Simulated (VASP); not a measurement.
# AlN (gw) (F-43m) in VASP: notebook

The runs below take AlN (gw) through single point, with PBEsol.

Everything below comes from runs of VASP 6.6.1. Logs are shortened: lines on timing, memory, paths and dates and some standing lists are left out, and cuts for length are marked.

### Step 1. The cell of the first run

The structure is cubic, space group F-43m (No. 216). Conventional cell: a = 4.334 Å, b = 4.334 Å, c = 4.334 Å, α = 90.00°, β = 90.00°, γ = 90.00°. Within 2.5 Å of Al (site symmetry -43m) lie 4 N at 1.88 Å. N (site symmetry -43m) has 4 Al at 1.88 Å within 2.5 Å.

### Step 2. Single point, PBEsol

The input, INCAR:

```
PREC = Accurate
ENCUT = 600
EDIFF = 1E-6
ISMEAR = 0
SIGMA = 0.01
LREAL = False
LASPH = True
NELM = 120
ALGO = Normal
ISIF = 2
LWAVE = False
LCHARG = False
GGA = PS
NBANDS = 11
GGA_COMPAT = False
```

The input, KPOINTS:

```
regular mesh
0
Gamma
  6 6 6
```

The input, POSCAR:

```
AlN
1.0
    0.0000000000      2.1669725437      2.1669725437
    2.1669725437      0.0000000000      2.1669725437
    2.1669725437      2.1669725437      0.0000000000
Al N
1 1
Direct
    0.0000000000      0.0000000000      0.0000000000
    0.2500000000      0.2500000000      0.2500000000
```

Potentials or basis: VASP PAW PBE potentials, release 64 (Al, N).

Started as:

```bash
$ cat potpaw_PBE.64/Al/POTCAR potpaw_PBE.64/N/POTCAR > POTCAR
$ mpirun -np 1 vasp_std > vasp.out
```

OUTCAR:

```text
PREC = Accurate
   ENCUT = 600
   EDIFF = 1E-6
   ISMEAR = 0
   LREAL = False
   LASPH = True
   NELM = 120
   ISIF = 2
   GGA = PS

 ion  position               nearest neighbor table
   1  0.000  0.000  0.000-   2 1.88   2 1.88   2 1.88   2 1.88
   2  0.250  0.250  0.250-   1 1.88   1 1.88   1 1.88   1 1.88

  LATTYP: Found a face centered cubic cell.
 ALAT       =     4.3339450874

  Lattice vectors:

 A1 = (   0.0000000000,   2.1669725437,   2.1669725437)
 A2 = (   2.1669725437,   0.0000000000,   2.1669725437)
 A3 = (   2.1669725437,   2.1669725437,   0.0000000000)

Analysis of symmetry for initial positions (statically):
=====================================================================
 Subroutine PRICEL returns:
 Original cell was already a primitive cell.

 Routine SETGRP: Setting up the symmetry group for a
 face centered cubic supercell.

 Subroutine GETGRP returns: Found 24 space group operations
 (whereof 24 operations were pure point group operations)
 out of a pool of 48 trial point group operations.

The static configuration has the point symmetry T_d .

Analysis of symmetry for dynamics (positions and initial velocities):
=====================================================================
 Subroutine PRICEL returns:
 Original cell was already a primitive cell.

 Routine SETGRP: Setting up the symmetry group for a
 face centered cubic supercell.

 Subroutine GETGRP returns: Found 24 space group operations
 (whereof 24 operations were pure point group operations)
 out of a pool of 48 trial point group operations.

The dynamic configuration has the point symmetry T_d .

 Subroutine INISYM returns: Found 24 space group operations
 (whereof 24 operations are pure point group operations),
 and found     1 'primitive' translations

----------------------------------------------------------------------------------------

                                     Primitive cell

  volume of cell :      20.3512

  direct lattice vectors                    reciprocal lattice vectors
     0.000000000  2.166972544  2.166972544    -0.230736657  0.230736657  0.230736657
     2.166972544  0.000000000  2.166972544     0.230736657 -0.230736657  0.230736657
     2.166972544  2.166972544  0.000000000     0.230736657  0.230736657 -0.230736657

  length of vectors
     3.064561961  3.064561961  3.064561961     0.399647613  0.399647613  0.399647613

  position of ions in fractional coordinates (direct lattice)
[... 76 lines left out ...]
   ISIF   =      2    stress and relaxation
   ISYM   =      2    0-nonsym 1-usesym 2-fastsym
   POTIM  = 0.5000    time-step for ionic-motion
   TEBEG  =    0.0;   TEEND  =   0.0 temperature during run
   PSTRESS=    0.0 pullay stress
   NELECT =       8.0000    total number of electrons
   NUPDOWN=      -1.0000    fix difference up-down
   EMIN   =  10.00;   EMAX   =-10.00  energy-range for DOS
   EFERMI =   0.00;   METHOD = LEGACY
   ISMEAR =     0;   SIGMA  =   0.01  broadening in eV -4-tet -1-fermi 0-gaus
   EFERMI_NEDOS =   21; number of points for ismear=-14 and -15
   IALGO  =     38    algorithm
   IMIX   =      4    mixing-type and parameters
     AMIX     =   0.40;   BMIX     =  1.00
     AMIX_MAG =   1.60;   BMIX_MAG =  1.00
  volume/ion in A,a.u.               =      10.18        68.67
  Fermi-wavevector in a.u.,A,eV,Ry     =   1.199245  2.266245 19.567759  1.438190
  Thomas-Fermi vector in A             =   2.335113
   LORBIT       =      0    0 simple, 1 ext, 2 COOP (PROOUT), +10 PAW based schemes
   GGA     = PS    functional components
   LHFCALC =     F    Hartree Fock is set to
   AEXX    =    0.0000 exact exchange contribution
   IVDW    =     0    specifies the selected vdW correction
   LEPSILON=     F    determine dielectric tensor
   LRPA    =     F    only Hartree local field effects (RPA)
 non-spin polarized calculation
 Gauss-broadening in eV      SIGMA  =   0.01
  energy-cutoff  :      600.00
  volume of cell :       20.35
 maximum number of plane-waves:       700
   NGX = 13   NGY = 13   NGZ = 13

 number of electron       7.9999999 magnetization

 Free energy of the ion-electron system (eV)
  ---------------------------------------------------
  ext. energy  EPLUGINS =         0.00000000
  ---------------------------------------------------
  free energy    TOTEN  =       -15.59856016 eV

  energy without entropy =      -15.59856016  energy(sigma->0) =      -15.59856016

 E-fermi :   6.2422     XC(G=0): -11.2322

 val. band max:        6.1043386639   @ k =   0.0000   0.0000   0.0000
 cond. band min:       9.2991963088   @ k =   0.5000   0.5000   0.0000
 fundamental gap:      3.1948576450
 Fermi energy:         6.2422187235

 k-point     1 :       0.0000    0.0000    0.0000
  band No.  band energies     occupation
      1      -8.9936      2.00000
      2       6.1043      2.00000
      3       6.1043      2.00000
      4       6.1043      2.00000
      5      10.4443      0.00000
      6      18.8025      0.00000
      7      18.8025      0.00000
      8      18.8025      0.00000
      9      23.8769      0.00000
     10      23.8769      0.00000
     11      25.2761      0.00000
[... 197 lines left out ...]
 k-point    16 :      -0.3333    0.5000    0.1667
  band No.  band energies     occupation
      1      -6.1228      2.00000
      2       1.6917      2.00000
      3       3.2483      2.00000
      4       3.5183      2.00000
      5      11.2873      0.00000
      6      16.4572      0.00000
      7      19.2294      0.00000
      8      19.3562      0.00000
      9      22.8770      0.00000
     10      26.4632      0.00000
     11      31.1094      0.00000

------------------------ aborting loop because EDIFF is reached ----------------------------------------

  FORCE on cell =-STRESS in cart. coord.  units (eV):
  Direction    XX          YY          ZZ          XY          YZ          ZX
  --------------------------------------------------------------------------------------
  -------------------------------------------------------------------------------------
  Total        0.7961401      0.7961401      0.7961401      0.0000000      0.0000000      0.0000000
  in kB       62.6772362     62.6772362     62.6772362      0.0000000      0.0000000      0.0000000
  external PRESSURE =      62.6772362 kB  Pullay stress =       0.0000000 kB

 VOLUME and BASIS-vectors are now :
 -----------------------------------------------------------------------------
  energy-cutoff  :      600.00
  volume of cell :       20.35
      direct lattice vectors                 reciprocal lattice vectors
     0.000000000  2.166972544  2.166972544    -0.230736657  0.230736657  0.230736657
     2.166972544  0.000000000  2.166972544     0.230736657 -0.230736657  0.230736657
     2.166972544  2.166972544  0.000000000     0.230736657  0.230736657 -0.230736657

 POSITION                                       TOTAL-FORCE (eV/Angst)
 -----------------------------------------------------------------------------------
      0.00000      0.00000      0.00000        -0.000000     -0.000000     -0.000000
      1.08349      1.08349      1.08349         0.000000      0.000000      0.000000
 -----------------------------------------------------------------------------------
    total drift:                                0.000000      0.000000      0.000000

  FREE ENERGIE OF THE ION-ELECTRON SYSTEM (eV)
  ---------------------------------------------------
  free  energy   TOTEN  =       -15.5985601567 eV

  energy  without entropy=      -15.5985601567  energy(sigma->0) =      -15.59856016
```

Wall time 2.6 s (1 thread of AMD EPYC 9R45 (Zen 5), shared host); peak memory 0.1 GiB.

What came out:

```
Free energy            : -15.5986 eV
Pressure               : 6.3 GPa
Band gap on the k mesh : 3.19 eV, indirect (least direct gap 4.34 eV)
```

Caveat: the PAW data sets were made with another functional, which shifts forces and pressure a little. A k mesh can miss the band edges.

### Step 3. Single point, PBEsol

The input, INCAR:

```
SYSTEM = AlN
PREC = Accurate
ENCUT = 600
EDIFF = 1E-6
ISMEAR = 0
SIGMA = 0.01
LREAL = .FALSE.
LASPH = .TRUE.
NELM = 120
ALGO = Normal
ISIF = 2
LWAVE = .FALSE.
LCHARG = .FALSE.
GGA = PS
NBANDS = 11
GGA_COMPAT = .FALSE.
```

The input, KPOINTS:

```
Automatic mesh
0
G
  6 6 6
  0 0 0
```

POSCAR is that of step 2.

Potentials or basis: VASP PAW PBE potentials, release 64 (Al, N).

Started as:

```bash
$ cat potpaw_PBE.64/Al/POTCAR potpaw_PBE.64/N/POTCAR > POTCAR
$ mpirun -np 1 vasp_std > vasp.out
```

It took 2.6 s on 1 thread of AMD EPYC 9R45 (Zen 5), shared host; peak memory 0.1 GiB.

Results (log left out):

```yaml
Free_energy: -15.5986 eV
Pressure: 6.3 GPa
Band_gap_on_the_k_mesh: 3.19 eV, indirect (least direct gap 4.34 eV)
```

Levels at points of the mesh, in eV from the valence-band top:
```tsv
k point	band 2	band 3	band 4	band 5	band 6	band 7
(0.00, 0.00, 0.00)	0.00	0.00	0.00	4.34	12.70	12.70
(0.50, 0.00, 0.00)	-6.02	-0.48	-0.48	7.50	9.92	11.18
(0.50, 0.50, 0.00)	-5.02	-1.81	-1.81	3.19	8.62	14.19
```

Caveat: the PAW data sets were made with another functional, which shifts forces and pressure a little. A k mesh can miss the band edges.
